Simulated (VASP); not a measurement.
In, 1 atom in the cell. Symmetry: Pm-3m, No. 221, cubic system. The conventional cell has a = 2.440 Å, b = 2.440 Å, c = 2.440 Å, α = 90.00°, β = 90.00°, γ = 90.00°. In (site symmetry m-3m) has 6 In at 2.44 Å within 3.2 Å. 

| Property | Result |
| --- | --- |
| Program | VASP 6.6.1 |
| Task | relaxation of cell and atoms |
| Functional | PBE |
| Potentials or basis | VASP PAW PBE potentials, release 64 (In_d) |
| Cutoff | 600 eV |
| k mesh | 15 × 15 × 15 |
| Occupations | fermi-dirac, width 0.08 eV |
| Spin | no spin polarisation |
| Target pressure | 140 GPa |
| Dipole correction | no |
| Further INCAR settings | ALGO = Normal; EDIFF = 1e-06; IBRION = 2; EDIFFG = -0.005; NSW = 32; ISIF = 3 |

Potentials or basis: VASP PAW PBE potentials, release 64 (In_d).

Run with:

```bash
$ cat potpaw_PBE.64/In_d/POTCAR > POTCAR
$ mpirun -np 1 vasp_std > vasp.out
```

Hardware: 1 thread of Intel Xeon 6975P-C, with other jobs on the host.

**Question.** Estimate the wall time of this run.

**Answer.** Run time: 29 s on 1 thread of Intel Xeon 6975P-C (shared host), peak memory 0.14 GiB. Counts: scf iterations 31, k points 120, ion steps 6.
